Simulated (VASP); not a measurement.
# W (R3m) in VASP: a series of runs, part 2 of 2

VASP 6.6.1.

## (3) Single point, PBEsol (atom 1 (W) moved +0.060 Å along Cartesian [1 1 1])

Input file INCAR:

```
SYSTEM = W
PREC     = Accurate       ! precision mode
ENCUT    = 520            ! plane-wave cutoff, eV
EDIFF    = 1E-7           ! SCF threshold, eV
ISMEAR   = 0              ! smearing method
SIGMA    = 0.15           ! smearing width, eV
LREAL    = .False.        ! projectors in reciprocal space
LASPH    = .True.         ! aspherical terms in the spheres
NELM     = 80             ! most SCF steps
ALGO     = Fast           ! electronic algorithm
ISIF     = 2              ! what is computed and relaxed
LWAVE    = .False.        ! write WAVECAR
LCHARG   = .False.        ! write CHGCAR
GGA      = PS             ! functional
NBANDS   = 66             ! bands
```

Input file KPOINTS:

```
regular mesh
0
Gamma
  10 10 10
  0 0 0
```

Input file POSCAR:

```
W
1.0
    0.0000000000      4.0600000000      4.0600000000
    4.0600000000      0.0000000000      4.0600000000
    4.0600000000      4.0600000000      0.0000000000
W
8
Direct
    0.0042661350      0.0042661350      0.0042661350
    0.0000000000      0.0000000000      0.5000000000
    0.0000000000      0.5000000000      0.0000000000
    0.0000000000      0.5000000000      0.5000000000
    0.5000000000      0.0000000000      0.0000000000
    0.5000000000      0.0000000000      0.5000000000
    0.5000000000      0.5000000000      0.0000000000
    0.5000000000      0.5000000000      0.5000000000
```

Potentials or basis: VASP PAW PBE potentials, release 64 (W_sv).

Started as:

```sh
$ cat potpaw_PBE.64/W_sv/POTCAR > POTCAR
$ mpirun -np 1 vasp_std > vasp.out
```

OUTCAR:

```text
SYSTEM = W
   PREC = Accurate
   ENCUT = 520
   EDIFF = 1E-7
   ISMEAR = 0
   LREAL = .False.
   LASPH = .True.
   NELM = 80
   ISIF = 2
   GGA = PS

 ion  position               nearest neighbor table
   1  0.004  0.004  0.004-   2 2.82   3 2.82   5 2.82   4 2.87   6 2.87   4 2.87   6 2.87   7 2.87
                             7 2.87   5 2.92   2 2.92   3 2.92
   2  0.000  0.000  0.500-   1 2.82   4 2.87   6 2.87   3 2.87   5 2.87   3 2.87   4 2.87   8 2.87
                             5 2.87   6 2.87   8 2.87   1 2.92
   3  0.000  0.500  0.000-   1 2.82   4 2.87   7 2.87   2 2.87   4 2.87   8 2.87   2 2.87   5 2.87
                             5 2.87   7 2.87   8 2.87   1 2.92
   4  0.000  0.500  0.500-   2 2.87   3 2.87   8 2.87   3 2.87   7 2.87   2 2.87   6 2.87   6 2.87
                             7 2.87   8 2.87   1 2.87   1 2.87
   5  0.500  0.000  0.000-   1 2.82   6 2.87   7 2.87   2 2.87   6 2.87   8 2.87   3 2.87   7 2.87
                             8 2.87   2 2.87   3 2.87   1 2.92
   6  0.500  0.000  0.500-   2 2.87   5 2.87   8 2.87   5 2.87   7 2.87   4 2.87   7 2.87   8 2.87
                             2 2.87   4 2.87   1 2.87   1 2.87
   7  0.500  0.500  0.000-   3 2.87   5 2.87   8 2.87   4 2.87   6 2.87   8 2.87   5 2.87   6 2.87
                             3 2.87   4 2.87   1 2.87   1 2.87
   8  0.500  0.500  0.500-   4 2.87   6 2.87   7 2.87   3 2.87   5 2.87   7 2.87   2 2.87   5 2.87
                             6 2.87   2 2.87   3 2.87   4 2.87

  LATTYP: Found a face centered cubic cell.
 ALAT       =     8.1200000000

  Lattice vectors:

 A1 = (   0.0000000000,   4.0600000000,   4.0600000000)
 A2 = (   4.0600000000,   0.0000000000,   4.0600000000)
 A3 = (   4.0600000000,   4.0600000000,   0.0000000000)

Analysis of symmetry for initial positions (statically):
=====================================================================
 Subroutine PRICEL returns:
 Original cell was already a primitive cell.

 Routine SETGRP: Setting up the symmetry group for a
[... 153 lines left out ...]
  volume/ion in A,a.u.               =      16.73       112.91
  Fermi-wavevector in a.u.,A,eV,Ry     =   1.542688  2.915258 32.380324  2.379887
  Thomas-Fermi vector in A             =   2.648457
   LORBIT       =      0    0 simple, 1 ext, 2 COOP (PROOUT), +10 PAW based schemes
   GGA     = PS    functional components
   LHFCALC =     F    Hartree Fock is set to
   AEXX    =    0.0000 exact exchange contribution
   IVDW    =     0    specifies the selected vdW correction
   LEPSILON=     F    determine dielectric tensor
   LRPA    =     F    only Hartree local field effects (RPA)
 non-spin polarized calculation
 RMM-DIIS sequential band-by-band and
 Gauss-broadening in eV      SIGMA  =   0.15
  energy-cutoff  :      520.00
  volume of cell :      133.85
 maximum number of plane-waves:      3647
 NGX is ok and might be reduce to    48
   NGX = 21   NGY = 21   NGZ = 21

 number of electron     112.0000012 magnetization

 Free energy of the ion-electron system (eV)
  ---------------------------------------------------
  ext. energy  EPLUGINS =         0.00000000
  ---------------------------------------------------
  free energy    TOTEN  =      -106.28065078 eV

  energy without entropy =     -106.15281516  energy(sigma->0) =     -106.21673297

 E-fermi :  10.0532     XC(G=0): -13.4486

 val. band max:       10.0516829165   @ k =   0.1000   0.1000  -0.4000
 cond. band min:      10.0542365252   @ k =   0.1000  -0.4000  -0.1000
 fundamental gap:      0.0025536086
 Fermi energy:        10.0532227217

 k-point     1 :       0.0000    0.0000    0.0000
  band No.  band energies     occupation
      1     -63.6141      2.00000
      2     -63.5168      2.00000
      3     -63.5167      2.00000
      4     -63.5167      2.00000
      5     -63.5150      2.00000
      6     -63.4845      2.00000
[... 1645 lines left out ...]
     65      12.1505      0.00000
     66      12.3616      0.00000

 [... further k-points ...]
[... 5 lines left out ...]
  --------------------------------------------------------------------------------------
  -------------------------------------------------------------------------------------
  Total      -10.0447582    -10.0447582    -10.0447582     -0.0871627     -0.0871627     -0.0871627
  in kB     -120.2380638   -120.2380638   -120.2380638     -1.0433577     -1.0433577     -1.0433577
  external PRESSURE =    -120.2380638 kB  Pullay stress =       0.0000000 kB

 VOLUME and BASIS-vectors are now :
 -----------------------------------------------------------------------------
  energy-cutoff  :      520.00
  volume of cell :      133.85
      direct lattice vectors                 reciprocal lattice vectors
     0.000000000  4.060000000  4.060000000    -0.123152709  0.123152709  0.123152709
     4.060000000  0.000000000  4.060000000     0.123152709 -0.123152709  0.123152709
     4.060000000  4.060000000  0.000000000     0.123152709  0.123152709 -0.123152709

 POSITION                                       TOTAL-FORCE (eV/Angst)
 -----------------------------------------------------------------------------------
      0.03464      0.03464      0.03464        -0.323470     -0.323470     -0.323470
      2.03000      2.03000      0.00000         0.292254      0.292254     -0.069543
      2.03000      0.00000      2.03000         0.292254     -0.069543      0.292254
      4.06000      2.03000      2.03000        -0.068869     -0.067645     -0.067645
      0.00000      2.03000      2.03000        -0.069543      0.292254      0.292254
      2.03000      4.06000      2.03000        -0.067645     -0.068869     -0.067645
      2.03000      2.03000      4.06000        -0.067645     -0.067645     -0.068869
      4.06000      4.06000      4.06000         0.012663      0.012663      0.012663
 -----------------------------------------------------------------------------------
    total drift:                               -0.000031     -0.000031     -0.000031

  FREE ENERGIE OF THE ION-ELECTRON SYSTEM (eV)
  ---------------------------------------------------
  free  energy   TOTEN  =      -106.2806507787 eV

  energy  without entropy=     -106.1528151560  energy(sigma->0) =     -106.21673297
```

OSZICAR:

```text
N       E                     dE             d eps       ncg     rms          rms(c)
DAV:   1     0.158836136153E+04    0.15884E+04   -0.63404E+04 15344   0.199E+03
DAV:   2     0.310259191463E+01   -0.15853E+04   -0.15495E+04 15402   0.655E+02
DAV:   3    -0.106488013904E+03   -0.10959E+03   -0.10159E+03 17880   0.154E+02
DAV:   4    -0.111837530649E+03   -0.53495E+01   -0.50266E+01 18342   0.280E+01
DAV:   5    -0.112013431023E+03   -0.17590E+00   -0.17382E+00 18630   0.475E+00    0.538E+01
RMM:   6    -0.107369832877E+03    0.46436E+01   -0.63087E+00 15875   0.119E+01    0.211E+01
RMM:   7    -0.106267123415E+03    0.11027E+01   -0.51859E+00 16769   0.967E+00    0.223E+00
RMM:   8    -0.106273805971E+03   -0.66826E-02   -0.48942E-01 19510   0.231E+00    0.783E-01
RMM:   9    -0.106279557244E+03   -0.57513E-02   -0.98455E-02 19911   0.110E+00    0.248E-01
RMM:  10    -0.106280622692E+03   -0.10654E-02   -0.16654E-02 21586   0.471E-01    0.141E-01
RMM:  11    -0.106280556838E+03    0.65854E-04   -0.32360E-03 19124   0.232E-01    0.440E-02
RMM:  12    -0.106280638256E+03   -0.81418E-04   -0.87309E-04 22962   0.114E-01    0.200E-02
RMM:  13    -0.106280647591E+03   -0.93353E-05   -0.97284E-05 22727   0.369E-02    0.113E-02
RMM:  14    -0.106280649886E+03   -0.22948E-05   -0.29067E-05 21765   0.197E-02    0.402E-03
RMM:  15    -0.106280650240E+03   -0.35415E-06   -0.57514E-06 19098   0.928E-03    0.126E-03
RMM:  16    -0.106280650599E+03   -0.35877E-06   -0.23585E-06 16243   0.501E-03    0.983E-04
RMM:  17    -0.106280650736E+03   -0.13695E-06   -0.50996E-07 11533   0.163E-03    0.714E-04
RMM:  18    -0.106280650779E+03   -0.43099E-07   -0.18659E-07 10742   0.941E-04
   1 F= -.10628065E+03 E0= -.10621673E+03  d E =-.127836E+00
```

stdout:

```text
POSCAR found type information on POSCAR W
 POSCAR found :  1 types and       8 ions
 scaLAPACK will be used
 -----------------------------------------------------------------------------
|                                                                             |
|                                                                             |
|     You enforced a specific xc type in the INCAR file but a different       |
|     I HOPE YOU KNOW WHAT YOU ARE DOING!                                     |
|                                                                             |
 -----------------------------------------------------------------------------

 LDA part: xc-table for (Slater+PW92), standard interpolation
 POSCAR, INCAR and KPOINTS ok, starting setup
 FFT: planning ... GRIDC
 FFT: planning ... GRID_SOFT
 FFT: planning ... GRID
 WAVECAR not read
 entering main loop
WARNING in EDDRMM: call to ZHEGV failed, returncode =   8  4     65
WARNING in EDDRMM: call to ZHEGV failed, returncode =   6  3     61
WARNING in EDDRMM: call to ZHEGV failed, returncode =   8  4     62
```

Run time: 47 min. Hardware: 1 thread of Oxide Virtual Turin-like, shared host; peak memory 0.75 GiB.

What came out:

| Item | Value |
| --- | --- |
| Free energy | -106.2807 eV |
| Pressure | -12.0 GPa |
| Largest force | 0.560 eV/Å |
| Band gap on the k mesh | zero (bands 56 and 57 overlap by 0.80 eV) |

Forces on the atoms (eV/Å):
```
W   -0.323 -0.323 -0.323
W    0.292  0.292 -0.070
W    0.292 -0.070  0.292
W   -0.069 -0.068 -0.068
W   -0.070  0.292  0.292
W   -0.068 -0.069 -0.068
W   -0.068 -0.068 -0.069
W    0.013  0.013  0.013
```

Caveat: the cell differs from its parent crystal (atom 1 (W) moved +0.060 Å along Cartesian [1 1 1]); the cell stands under tension; the PAW data sets were made with another functional, which shifts forces and pressure a little; spin-orbit coupling is left out, which moves the levels of the heavy elements.
